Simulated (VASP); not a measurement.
# Ta (Im-3m) in VASP: elastic constants with LDA

Aim: the elastic constants of Ta with LDA.

Program: VASP 6.6.1. These are calculated values, not measurements. Logs are shortened: lines on timing, memory, paths and dates and some standing lists are left out, and cuts for length are marked.

## Step 1: The cell of the first run

It takes space group Im-3m (No. 229, cubic). Conventional cell: a = 3.249 Å, b = 3.249 Å, c = 3.249 Å, α = 90.00°, β = 90.00°, γ = 90.00°. Within 3.7 Å of Ta (site symmetry m-3m) lie 14 Ta at 2.81 to 3.25 Å.

## Step 2: Elastic constants, LDA

The input, INCAR:

```
SYSTEM = Ta
  PREC = Accurate
  ENCUT = 600
  EDIFF = 1E-8
  ISMEAR = -1
  SIGMA = 0.08
  LREAL = .FALSE.
  LASPH = .TRUE.
  NELM = 60
  ALGO = Normal
  ISIF = 3
  LWAVE = .FALSE.
  LCHARG = .FALSE.
  IBRION = 6
  NFREE = 2
  POTIM = 0.015
  NSW = 1
```

The input, KPOINTS:

```
Automatic mesh
0
G
  24 24 24
  0 0 0
```

The input, POSCAR:

```
Ta
1.0
   -1.6244396033      1.6244396033      1.6244396033
    1.6244396033     -1.6244396033      1.6244396033
    1.6244396033      1.6244396033     -1.6244396033
Ta
1
Direct
    0.0000000000      0.0000000000      0.0000000000
```

Potentials or basis: VASP PAW LDA potentials, release 64 (Ta_pv).

On the command line:

```
cat potpaw_LDA.64/Ta_pv/POTCAR > POTCAR
mpirun -np 1 vasp_std > vasp.out
```

OUTCAR:

```text
SYSTEM = Ta
   PREC = Accurate
   ENCUT = 600
   EDIFF = 1E-8
   ISMEAR = -1
   LREAL = .FALSE.
   LASPH = .TRUE.
   NELM = 60
   ISIF = 3
   IBRION = 6
   NFREE = 2
   POTIM = 0.015
   NSW = 1

 ion  position               nearest neighbor table
   1  0.000  0.000  0.000-

  LATTYP: Found a body centered cubic cell.
 ALAT       =     3.2488792066

  Lattice vectors:

 A1 = (  -1.6244396033,   1.6244396033,   1.6244396033)
 A2 = (   1.6244396033,  -1.6244396033,   1.6244396033)
 A3 = (   1.6244396033,   1.6244396033,  -1.6244396033)

Analysis of symmetry for initial positions (statically):
=====================================================================
 Subroutine PRICEL returns:
 Original cell was already a primitive cell.

 Routine SETGRP: Setting up the symmetry group for a
 body centered cubic supercell.

 Subroutine GETGRP returns: Found 48 space group operations
 (whereof 48 operations were pure point group operations)
 out of a pool of 48 trial point group operations.

The static configuration has the point symmetry O_h .

Analysis of symmetry for dynamics (positions and initial velocities):
=====================================================================
 Subroutine PRICEL returns:
 Original cell was already a primitive cell.

 Routine SETGRP: Setting up the symmetry group for a
 body centered cubic supercell.

 Subroutine GETGRP returns: Found 48 space group operations
 (whereof 48 operations were pure point group operations)
 out of a pool of 48 trial point group operations.

The dynamic configuration has the point symmetry O_h .

 Subroutine INISYM returns: Found 48 space group operations
 (whereof 48 operations are pure point group operations),
 and found     1 'primitive' translations

----------------------------------------------------------------------------------------

                                     Primitive cell

  volume of cell :      17.1463

  direct lattice vectors                    reciprocal lattice vectors
    -1.624439603  1.624439603  1.624439603     0.000000000  0.307798455  0.307798455
     1.624439603 -1.624439603  1.624439603     0.307798455  0.000000000  0.307798455
     1.624439603  1.624439603 -1.624439603     0.307798455  0.307798455  0.000000000

  length of vectors
     2.813611927  2.813611927  2.813611927     0.435292749  0.435292749  0.435292749

  position of ions in fractional coordinates (direct lattice)
     0.000000000  0.000000000  0.000000000

  ion indices of the primitive-cell ions
   primitive index   ion index
                 1           1

----------------------------------------------------------------------------------------

 KPOINTS: Automatic mesh

Automatic generation of k-mesh.
 Grid dimensions read from file:
 generate k-points for:   24   24   24

 Generating k-lattice:

  Cartesian coordinates                     Fractional coordinates (reciprocal lattice)
     0.000000000  0.012824936  0.012824936     0.041666667  0.000000000  0.000000000
     0.012824936  0.000000000  0.012824936     0.000000000  0.041666667  0.000000000
     0.012824936  0.012824936  0.000000000     0.000000000  0.000000000  0.041666667

  Length of vectors
     0.018137198  0.018137198  0.018137198

  Shift w.r.t. Gamma in fractional coordinates (k-lattice)
     0.000000000  0.000000000  0.000000000

 Subroutine IBZKPT returns following result:
 ===========================================

 Found    413 irreducible k-points:

 Following reciprocal coordinates:
            Coordinates               Weight
  0.000000  0.000000  0.000000      1.000000
  0.041667  0.000000  0.000000     12.000000
  0.083333  0.000000  0.000000     12.000000
  0.125000  0.000000  0.000000     12.000000
  0.166667  0.000000  0.000000     12.000000
  0.208333  0.000000  0.000000     12.000000
[... 16 lines left out ...]
  0.416667  0.041667  0.000000     48.000000
  0.458333  0.041667  0.000000     48.000000
 [... further k-points ...]
   k-points           NKPTS =    413   k-points in BZ     NKDIM =    413   number of bands    NBANDS=      9
   number of dos      NEDOS =    301   number of ions     NIONS =      1
   total plane-waves  NPLWV =  13824
   dimension x,y,z NGX =    24 NGY =   24 NGZ =   24
   dimension x,y,z NGXF=    48 NGYF=   48 NGZF=   48
   ions per type =               1
   NGX,Y,Z   is equivalent  to a cutoff of  14.18, 14.18, 14.18 a.u.
[... 18 lines left out ...]
   ISYM   =      2    0-nonsym 1-usesym 2-fastsym
   POTIM  = 0.0150    time-step for ionic-motion
   TEBEG  =    0.0;   TEEND  =   0.0 temperature during run
   PSTRESS=    0.0 pullay stress
   NELECT =      11.0000    total number of electrons
   NUPDOWN=      -1.0000    fix difference up-down
   EMIN   =  10.00;   EMAX   =-10.00  energy-range for DOS
   EFERMI =   0.00;   METHOD = LEGACY
   ISMEAR =    -1;   SIGMA  =   0.08  broadening in eV -4-tet -1-fermi 0-gaus
   EFERMI_NEDOS =   21; number of points for ismear=-14 and -15
   IALGO  =     38    algorithm
   IMIX   =      4    mixing-type and parameters
     AMIX     =   0.40;   BMIX     =  1.00
     AMIX_MAG =   1.60;   BMIX_MAG =  1.00
  volume/ion in A,a.u.               =      17.15       115.71
  Fermi-wavevector in a.u.,A,eV,Ry     =   1.411938  2.668175 27.124135  1.993568
  Thomas-Fermi vector in A             =   2.533738
   LORBIT       =      0    0 simple, 1 ext, 2 COOP (PROOUT), +10 PAW based schemes
   GGA     = CA    functional components
   LHFCALC =     F    Hartree Fock is set to
   AEXX    =    0.0000 exact exchange contribution
   IVDW    =     0    specifies the selected vdW correction
   LEPSILON=     F    determine dielectric tensor
   LRPA    =     F    only Hartree local field effects (RPA)
 finite differences with symmetry
 non-spin polarized calculation
  energy-cutoff  :      600.00
  volume of cell :       17.15
 maximum number of plane-waves:       603
   NGX = 11   NGY = 11   NGZ = 11

--------------------------------------- Ionic step        1  -------------------------------------------

 number of electron      10.9999999 magnetization

 Free energy of the ion-electron system (eV)
  ---------------------------------------------------
  ext. energy  EPLUGINS =         0.00000000
  ---------------------------------------------------
  free energy    TOTEN  =       -12.84078804 eV

  energy without entropy =      -12.81461412  energy(sigma->0) =      -12.82770108

------------------------ aborting loop because EDIFF is reached ----------------------------------------

  FORCE on cell =-STRESS in cart. coord.  units (eV):
  Direction    XX          YY          ZZ          XY          YZ          ZX
  --------------------------------------------------------------------------------------
  -------------------------------------------------------------------------------------
  Total        0.2020483      0.2020483      0.2020483      0.0000000      0.0000000      0.0000000
  in kB       18.8797037     18.8797037     18.8797037      0.0000000      0.0000000      0.0000000
  external PRESSURE =      18.8797037 kB  Pullay stress =       0.0000000 kB
[... 86 lines left out ...]
  FREE ENERGIE OF THE ION-ELECTRON SYSTEM (eV)
  ---------------------------------------------------
  free  energy   TOTEN  =       -12.8338297267 eV

  energy  without entropy=      -12.8079451874  energy(sigma->0) =      -12.82088746

[... ionic steps 4 to 12 ...]

--------------------------------------- Ionic step       13  -------------------------------------------

 number of electron      10.9999999 magnetization

------------------------ aborting loop because EDIFF is reached ----------------------------------------
[... 65 lines left out ...]
--------------------------------------- Ionic step       15  -------------------------------------------

 number of electron      11.0000000 magnetization

 Free energy of the ion-electron system (eV)
  ---------------------------------------------------
  ext. energy  EPLUGINS =         0.00000000
  ---------------------------------------------------
  free energy    TOTEN  =       -12.84078875 eV

  energy without entropy =      -12.81461484  energy(sigma->0) =      -12.82770179

 E-fermi :   5.8150     XC(G=0): -13.0476

 val. band max:        5.8079042443   @ k =  -0.4167  -0.4167   0.0417
 cond. band min:       5.8155410518   @ k =  -0.1667   0.1667   0.0417
 fundamental gap:      0.0076368075
 Fermi energy:         5.8150393495

 k-point     1 :       0.0000    0.0000    0.0000
  band No.  band energies     occupation
      1     -26.8888      2.00000
      2     -26.8888      2.00000
      3     -26.8888      2.00000
      4      -2.2100      2.00000
      5       6.4822      0.00048
      6       6.4822      0.00048
      7       6.4822      0.00048
      8       9.9191      0.00000
      9       9.9191      0.00000
[... 265 lines left out ...]
 k-point    24 :       0.4583    0.0417    0.0000
  band No.  band energies     occupation
      1     -28.2788      2.00000
      2     -27.3441      2.00000
      3     -26.9101      2.00000
      4       1.2822      2.00000
      5       4.1019      2.00000
      6       7.6051      0.00000
      7       9.8118      0.00000
      8      10.9661      0.00000
      9      14.0640      0.00000

 [... further k-points ...]
[... 5 lines left out ...]
  --------------------------------------------------------------------------------------
  -------------------------------------------------------------------------------------
  Total        0.2019334      0.2019334      0.2019334      0.0000000      0.0000000      0.0000000
  in kB       18.8689631     18.8689631     18.8689631      0.0000000      0.0000000      0.0000000
  external PRESSURE =      18.8689631 kB  Pullay stress =       0.0000000 kB
[... 16 lines left out ...]
  FREE ENERGIE OF THE ION-ELECTRON SYSTEM (eV)
  ---------------------------------------------------
  free  energy   TOTEN  =       -12.8407887488 eV

  energy  without entropy=      -12.8146148365  energy(sigma->0) =      -12.82770179

 INTERNAL STRAIN TENSORS FROM STRAINED CELLS
 ============================================

 INTERNAL STRAIN TENSOR FOR ION    1 for displacements in x,y,z  (eV/Angst):
          X           Y           Z          XY          YZ          ZX
  --------------------------------------------------------------------------------
  x     0.00000     0.00000    -0.00000     0.00000     0.00000    -0.00000
  y    -0.00000     0.00000     0.00000     0.00000    -0.00000    -0.00000
  z     0.00000     0.00000     0.00000     0.00000     0.00000     0.00000

 INTERNAL STRAIN TENSORS FROM DISPLACED ATOMS
 ============================================

 INTERNAL STRAIN TENSOR FOR ION    1 for displacements in x,y,z  (eV/Angst):
          X           Y           Z          XY          YZ          ZX
  --------------------------------------------------------------------------------
  x     0.00000     0.00000     0.00000     0.00000     0.00000     0.00000
  y     0.00000     0.00000     0.00000     0.00000     0.00000     0.00000
  z     0.00000     0.00000     0.00000     0.00000     0.00000     0.00000

 Eigenvectors and eigenvalues of the dynamical matrix
 ----------------------------------------------------

   1 f/i=    0.000000 THz     0.000000 2PiTHz    0.000000 cm-1     0.000000 meV
             X         Y         Z           dx          dy          dz
      0.000000  0.000000  0.000000     0.995037   -0.099504    0.000000

   2 f/i=    0.000000 THz     0.000000 2PiTHz    0.000000 cm-1     0.000000 meV
             X         Y         Z           dx          dy          dz
      0.000000  0.000000  0.000000    -0.099504   -0.995037    0.000000

   3 f/i=    0.000000 THz     0.000000 2PiTHz    0.000000 cm-1     0.000000 meV
             X         Y         Z           dx          dy          dz
      0.000000  0.000000  0.000000     0.000000    0.000000    1.000000

--------------------------------------------------------------------------------------------------------

 ELASTIC MODULI CONTR FROM IONIC RELAXATION (kBar)
 Direction    XX          YY          ZZ          XY          YZ          ZX
 --------------------------------------------------------------------------------
 XX           0.0000      0.0000      0.0000      0.0000      0.0000      0.0000
 YY           0.0000      0.0000      0.0000      0.0000      0.0000      0.0000
 ZZ           0.0000      0.0000      0.0000      0.0000      0.0000      0.0000
 XY           0.0000      0.0000      0.0000      0.0000      0.0000      0.0000
 YZ           0.0000      0.0000      0.0000      0.0000      0.0000      0.0000
 ZX           0.0000      0.0000      0.0000      0.0000      0.0000      0.0000
 --------------------------------------------------------------------------------

 TOTAL ELASTIC MODULI (kBar)
 Direction    XX          YY          ZZ          XY          YZ          ZX
 --------------------------------------------------------------------------------
 XX        3148.2544   1793.1502   1793.1502     -0.0000      0.0000      0.0000
 YY        1793.1502   3148.2544   1793.1502     -0.0000      0.0000     -0.0000
 ZZ        1793.1502   1793.1502   3148.2544      0.0000     -0.0000     -0.0000
 XY          -0.0000     -0.0000      0.0000    745.9523      0.0000      0.0000
 YZ           0.0000      0.0000     -0.0000      0.0000    745.9523      0.0000
 ZX           0.0000     -0.0000     -0.0000      0.0000      0.0000    745.9523
 --------------------------------------------------------------------------------
```

Wall time 65 min (1 thread of Intel Xeon 8259CL, shared host); peak memory 1.3 GiB.

Results:

* Elastic constants C11, C12, C44: 315, 179, 75 GPa
* Voigt bulk modulus: 224 GPa

Elastic tensor in Voigt notation (GPa, in the Cartesian axes of the cell as first typed):
```
315 179 179   0   0   0
179 315 179   0   0   0
179 179 315   0   0   0
  0   0   0  75   0   0
  0   0   0   0  75   0
  0   0   0   0   0  75
```

Clamped-ion elastic tensor (GPa):
```
315 179 179   0   0   0
179 315 179   0   0   0
179 179 315   0   0   0
  0   0   0  75   0   0
  0   0   0   0  75   0
  0   0   0   0   0  75
```

Caveat: the cell is under stress, which shifts elastic constants; spin-orbit coupling is left out, which moves the levels of the heavy elements.
